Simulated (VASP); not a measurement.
# Ru16CO in VASP: single point with PBE+D3(BJ)

Aim: the single point of Ru16CO with PBE+D3(BJ).

All numbers are computed with VASP 6.6.1; they aren't measurements. Logs are shortened: lines on timing, memory, paths and dates and some standing lists are left out, and cuts for length are marked.

## Step 1: The cell of the first run

The cell holds a slab with vacuum, 18 atoms: a = 5.395 Å, b = 5.395 Å, c = 25.549 Å, α = 90.00°, β = 90.00°, γ = 120.00°.

## Step 2: Single point, PBE+D3(BJ)

Input file INCAR:

```
SYSTEM = Ru16CO
ALGO = Normal ; DIPOL = 0.5 0.5 0.469
EDIFF = 1E-6 ; ENCUT = 520
GGA = PE ; IDIPOL = 3
ISIF = 2 ; ISMEAR = 0
IVDW = 12 ; LASPH = .TRUE.
LCHARG = .FALSE. ; LDIPOL = .TRUE.
LREAL = Auto ; LWAVE = .FALSE.
NBANDS = 132 ; NELM = 60
PREC = Accurate ; SIGMA = 0.1
```

Input file KPOINTS:

```
k-points
0
G
  4 4 1
  0 0 0
```

Input file POSCAR:

```
Ru16CO
1.0
    5.3951895498      0.0000000000      0.0000000000
   -2.6975947749      4.6723712083      0.0000000000
    0.0000000000      0.0000000000     25.5487269960
Ru C O
16 1 1
Direct
    0.3333333333      0.1666666667      0.3131271472
    0.3333333333      0.6666666667      0.3131271472
    0.8333333333      0.1666666667      0.3131271472
    0.8333333333      0.6666666667      0.3131271472
    0.1666666667      0.3333333333      0.3966111110
    0.1666666667      0.8333333333      0.3966111110
    0.6666666667      0.3333333333      0.3966111110
    0.6666666667      0.8333333333      0.3966111110
    0.3336239871      0.1663760129      0.4806897803
    0.3336239871      0.6672479742      0.4806897803
    0.8327520258      0.1663760129      0.4806897803
    0.8333333333      0.6666666667      0.4804568850
    0.1666666667      0.3333333333      0.5615611284
    0.1662873591      0.8331436796      0.5615559948
    0.6668563204      0.3337126409      0.5615559948
    0.6668563204      0.8331436796      0.5615559948
    0.1666666667      0.3333333333      0.7361784509
    0.1666666667      0.3333333333      0.6917270441
```

Potentials or basis: VASP PAW PBE potentials, release 64 (Ru_pv, C, O).

Run with:

```console
> cat potpaw_PBE.64/Ru_pv/POTCAR potpaw_PBE.64/C/POTCAR potpaw_PBE.64/O/POTCAR > POTCAR
> mpirun -np 1 vasp_std > vasp.out
```

OUTCAR:

```text
SYSTEM = Ru16CO
   EDIFF = 1E-6
   ENCUT = 520
   GGA = PE
   ISIF = 2
   ISMEAR = 0
   IVDW = 12
   LASPH = .TRUE.
   LREAL = Auto
   NELM = 60
   PREC = Accurate
 IVDW          = 12

 ion  position               nearest neighbor table
   1  0.333  0.167  0.313-   5 2.64   6 2.64   7 2.64   4 2.70   2 2.70   2 2.70   4 2.70   3 2.70
                             3 2.70
   2  0.333  0.667  0.313-   6 2.64   5 2.64   8 2.64   3 2.70   1 2.70   1 2.70   3 2.70   4 2.70
                             4 2.70
   3  0.833  0.167  0.313-   7 2.64   8 2.64   5 2.64   4 2.70   2 2.70   4 2.70   2 2.70   1 2.70
                             1 2.70
   4  0.833  0.667  0.313-   8 2.64   7 2.64   6 2.64   3 2.70   1 2.70   3 2.70   1 2.70   2 2.70
                             2 2.70
   5  0.167  0.333  0.397-   1 2.64   2 2.64   3 2.64   9 2.65  10 2.65  11 2.65   8 2.70   6 2.70
                             6 2.70   8 2.70   7 2.70   7 2.70
   6  0.167  0.833  0.397-   2 2.64   1 2.64   4 2.64  12 2.65  10 2.65   9 2.65   7 2.70   5 2.70
                             5 2.70   7 2.70   8 2.70   8 2.70
   7  0.667  0.333  0.397-   3 2.64   4 2.64   1 2.64  12 2.65  11 2.65   9 2.65   8 2.70   6 2.70
                             8 2.70   6 2.70   5 2.70   5 2.70
   8  0.667  0.833  0.397-   4 2.64   3 2.64   2 2.64  12 2.65  11 2.65  10 2.65   7 2.70   5 2.70
                             7 2.70   5 2.70   6 2.70   6 2.70
   9  0.334  0.166  0.481-  14 2.59  15 2.59  13 2.59   6 2.65   7 2.65   5 2.65  10 2.69  11 2.69
                            12 2.70  12 2.70  10 2.70  11 2.70
  10  0.334  0.667  0.481-  16 2.59  14 2.59  13 2.59   6 2.65   8 2.65   5 2.65  11 2.69   9 2.69
                            12 2.70  12 2.70   9 2.70  11 2.70
  11  0.833  0.166  0.481-  16 2.59  15 2.59  13 2.59   7 2.65   8 2.65   5 2.65  10 2.69   9 2.69
                            12 2.70  12 2.70  10 2.70   9 2.70
  12  0.833  0.667  0.480-  15 2.59  16 2.59  14 2.59   8 2.65   7 2.65   6 2.65  11 2.70  10 2.70
                             9 2.70   9 2.70  11 2.70  10 2.70
  13  0.167  0.333  0.562-   9 2.59  10 2.59  11 2.59  14 2.70  15 2.70  16 2.70  16 2.70  14 2.70
                            15 2.70
  14  0.166  0.833  0.562-   9 2.59  10 2.59  12 2.59  15 2.69  16 2.69  13 2.70  13 2.70  15 2.70
                            16 2.70
  15  0.667  0.334  0.562-   9 2.59  11 2.59  12 2.59  14 2.69  16 2.69  13 2.70  13 2.70  16 2.70
                            14 2.70
  16  0.667  0.833  0.562-  11 2.59  10 2.59  12 2.59  15 2.69  14 2.69  13 2.70  13 2.70  15 2.70
                            14 2.70
  17  0.167  0.333  0.736-  18 1.14
  18  0.167  0.333  0.692-  17 1.14

  LATTYP: Found a hexagonal cell.
 ALAT       =     5.3951895498
 C/A-ratio  =     4.7354642057

  Lattice vectors:

 A1 = (   5.3951895498,   0.0000000000,   0.0000000000)
 A2 = (  -2.6975947749,   4.6723712083,   0.0000000000)
 A3 = (   0.0000000000,   0.0000000000,  25.5487269960)

Analysis of symmetry for initial positions (statically):
=====================================================================
 Subroutine PRICEL returns:
 Original cell was already a primitive cell.

 Routine SETGRP: Setting up the symmetry group for a
 hexagonal supercell.

 Subroutine GETGRP returns: Found  6 space group operations
 (whereof  2 operations were pure point group operations)
 out of a pool of 24 trial point group operations.

The static configuration has the point symmetry C_1h.
 The point group associated with its full space group is C_3v.

Analysis of symmetry for dynamics (positions and initial velocities):
=====================================================================
 Subroutine PRICEL returns:
 Original cell was already a primitive cell.

 Routine SETGRP: Setting up the symmetry group for a
 hexagonal supercell.

 Subroutine GETGRP returns: Found  6 space group operations
 (whereof  2 operations were pure point group operations)
 out of a pool of 24 trial point group operations.

The dynamic configuration has the point symmetry C_1h.
 The point group associated with its full space group is C_3v.

 Subroutine INISYM returns: Found  6 space group operations
 (whereof  2 operations are pure point group operations),
 and found     1 'primitive' translations

----------------------------------------------------------------------------------------

                                     Primitive cell

  volume of cell :     644.0407

  direct lattice vectors                    reciprocal lattice vectors
     5.395189550  0.000000000  0.000000000     0.185350300  0.107012045  0.000000000
[... 60 lines left out ...]
     0.000000000  0.000000000  0.039140893     0.000000000  0.000000000  1.000000000

  Length of vectors
     0.053506023  0.053506023  0.039140893

  Shift w.r.t. Gamma in fractional coordinates (k-lattice)
     0.000000000  0.000000000  0.000000000

 Subroutine IBZKPT returns following result:
 ===========================================

 Found      4 irreducible k-points:

 Following reciprocal coordinates:
            Coordinates               Weight
  0.000000  0.000000  0.000000      1.000000
  0.250000  0.000000  0.000000      6.000000
  0.500000  0.000000  0.000000      3.000000
  0.250000  0.250000  0.000000      6.000000
   k-points           NKPTS =      4   k-points in BZ     NKDIM =      4   number of bands    NBANDS=    132
   number of dos      NEDOS =    301   number of ions     NIONS =     18
   total plane-waves  NPLWV = 307200
   dimension x,y,z NGX =    40 NGY =   40 NGZ =  192
   dimension x,y,z NGXF=    80 NGYF=   80 NGZF=  384
   ions per type =              16   1   1
   NGX,Y,Z   is equivalent  to a cutoff of  12.33, 12.33, 12.49 a.u.
   NGXF,Y,Z  is equivalent  to a cutoff of  24.65, 24.65, 24.99 a.u.
 SYSTEM =  Ru16CO
   PREC   = accura    normal or accurate (medium, high low for compatibility)
   ISTART =      0    job   : 0-new  1-cont  2-samecut
   ICHARG =      2    charge: 1-file 2-atom 10-const
   ISPIN  =      1    spin polarized calculation?
   LNONCOLLINEAR =      F non collinear calculations
   LSORBIT =      F    spin-orbit coupling
   LASPH  =      T    aspherical Exc in radial PAW
   ENCUT  =  520.0 eV  38.22 Ry    6.18 a.u.  10.03 10.03 47.50*2*pi/ulx,y,z
   NELM   =     60;   NELMIN=  2; NELMDL= -5     # of ELM steps
   EDIFF  = 0.1E-05   stopping-criterion for ELM
   LREAL  =      T    real-space projection
   EDIFFG = 0.1E-04   stopping-criterion for IOM
   NSW    =      0    number of steps for IOM
   IBRION =     -1    ionic relax: 0-MD 1-quasi-New 2-CG
   NFREE  =      0    steps in history (QN), initial steepest desc. (CG)
   ISIF   =      2    stress and relaxation
   ISYM   =      2    0-nonsym 1-usesym 2-fastsym
   POTIM  = 0.5000    time-step for ionic-motion
   TEBEG  =    0.0;   TEEND  =   0.0 temperature during run
   PSTRESS=    0.0 pullay stress
   NELECT =     234.0000    total number of electrons
   NUPDOWN=      -1.0000    fix difference up-down
   EMIN   =  10.00;   EMAX   =-10.00  energy-range for DOS
   EFERMI =   0.00;   METHOD = LEGACY
   ISMEAR =     0;   SIGMA  =   0.10  broadening in eV -4-tet -1-fermi 0-gaus
   EFERMI_NEDOS =   21; number of points for ismear=-14 and -15
   IALGO  =     38    algorithm
   IMIX   =      4    mixing-type and parameters
     AMIX     =   0.40;   BMIX     =  1.00
     AMIX_MAG =   1.60;   BMIX_MAG =  1.00
  volume/ion in A,a.u.               =      35.78       241.46
  Fermi-wavevector in a.u.,A,eV,Ry     =   1.168178  2.207536 18.567051  1.364640
  Thomas-Fermi vector in A             =   2.304668
   LORBIT       =      0    0 simple, 1 ext, 2 COOP (PROOUT), +10 PAW based schemes
   GGA     = PE    functional components
   LHFCALC =     F    Hartree Fock is set to
   AEXX    =    0.0000 exact exchange contribution
   IVDW    =    12    specifies the selected vdW correction
   LEPSILON=     F    determine dielectric tensor
   LRPA    =     F    only Hartree local field effects (RPA)
 non-spin polarized calculation
 Gauss-broadening in eV      SIGMA  =   0.10
  energy-cutoff  :      520.00
  volume of cell :      644.04
 maximum number of plane-waves:     17394
   NGX = 21   NGY = 21   NGZ = 95

 dipolmoment           0.000000      0.000000      0.071011 electrons x Angstroem

 number of electron     234.0000051 magnetization

 dipolmoment           0.000000      0.000000     -0.000134 electrons x Angstroem

 Free energy of the ion-electron system (eV)
  ---------------------------------------------------
  ext. energy  EPLUGINS =         0.00000000
  ---------------------------------------------------
  free energy    TOTEN  =      -154.13185686 eV

  energy without entropy =     -153.97664426  energy(sigma->0) =     -154.05425056

 E-fermi :   1.3951     XC(G=0):  -6.0750

 val. band max:        1.3706799528   @ k =   0.5000   0.0000   0.0000
 cond. band min:       1.4008530430   @ k =   0.5000   0.0000   0.0000
 fundamental gap:      0.0301730902
 Fermi energy:         1.3950571300

 k-point     1 :       0.0000    0.0000    0.0000
  band No.  band energies     occupation
      1     -42.3073      2.00000
      2     -42.3028      2.00000
      3     -42.3028      2.00000
      4     -42.2707      2.00000
      5     -42.2209      2.00000
      6     -42.2191      2.00000
[... 517 lines left out ...]
    128       2.2101      0.00000
    129       2.4382      0.00000
 [bands above 129 left out]

------------------------ aborting loop because EDIFF is reached ----------------------------------------

 vacuum level on the upper side and lower side of the slab       (xc-potential included)        -0.145        -0.150

 Edisp (eV)   -7.52460

 E8    (eV) :    -3.5333

  FORCE on cell =-STRESS in cart. coord.  units (eV):
  Direction    XX          YY          ZZ          XY          YZ          ZX
  --------------------------------------------------------------------------------------
  -------------------------------------------------------------------------------------
  Total     -12.12602   -12.12602    -4.29422     0.00000    -0.00000    -0.00000
  in kB     -30.16585   -30.16585   -10.68272     0.00000    -0.00000    -0.00000
  external pressure =      -23.67 kB  Pullay stress =        0.00 kB

 VOLUME and BASIS-vectors are now :
 -----------------------------------------------------------------------------
  energy-cutoff  :      520.00
  volume of cell :      644.04
      direct lattice vectors                 reciprocal lattice vectors
     5.395189550  0.000000000  0.000000000     0.185350300  0.107012045  0.000000000
    -2.697594775  4.672371208  0.000000000     0.000000000  0.214024091  0.000000000
     0.000000000  0.000000000 25.548726996     0.000000000  0.000000000  0.039140893

 POSITION                                       TOTAL-FORCE (eV/Angst)
 -----------------------------------------------------------------------------------
      1.34880      0.77873      8.00000         0.006953     -0.004014      0.608059
     -0.00000      3.11491      8.00000        -0.000000      0.008029      0.608059
      4.04639      0.77873      8.00000        -0.006953     -0.004014      0.608059
      2.69759      3.11491      8.00000        -0.000000     -0.000000      0.602675
      0.00000      1.55746     10.13291        -0.000000     -0.000000     -0.576502
     -1.34880      3.89364     10.13291         0.008625      0.004979     -0.620887
[... 10 lines left out ...]
      0.00000      1.55746     18.80842        -0.000000     -0.000000      0.932854
      0.00000      1.55746     17.67275        -0.000000     -0.000000     -0.933238
 -----------------------------------------------------------------------------------
    total drift:                                0.000002     -0.000001     -0.019056

  FREE ENERGIE OF THE ION-ELECTRON SYSTEM (eV)
  ---------------------------------------------------
  free  energy   TOTEN  =      -161.6564588249 eV

  energy  without entropy=     -161.5012462251  energy(sigma->0) =     -161.57885252

 vacuum level on the upper side and lower side of the slab         6.270         6.266
```

It took 10 min on 1 thread of Intel Xeon 6975P-C (Granite Rapids), shared host; peak memory 0.75 GiB.

Results:

| Quantity | Value |
| --- | --- |
| Free energy | -161.6565 eV |
| Largest force | 0.933 eV/Å |
| Band gap on the k mesh | zero (bands 117 and 118 overlap by 1.23 eV) |
| Dispersion energy per atom | -0.418 eV |

Forces on the atoms (eV/Å):
```
Ru   0.007 -0.004  0.608
Ru   0.000  0.008  0.608
Ru  -0.007 -0.004  0.608
Ru   0.000  0.000  0.603
Ru   0.000  0.000 -0.577
Ru   0.009  0.005 -0.621
Ru   0.000 -0.010 -0.621
Ru  -0.009  0.005 -0.621
Ru  -0.010  0.006 -0.008
Ru   0.000 -0.011 -0.008
Ru   0.010  0.006 -0.008
Ru   0.000  0.000  0.003
Ru   0.000  0.000  0.021
Ru   0.004  0.002  0.004
Ru   0.000 -0.004  0.004
Ru  -0.004  0.002  0.004
C    0.000  0.000  0.933
O    0.000  0.000 -0.933
```

The gap in the log of VASP goes by the Fermi energy; the results here count the filled bands.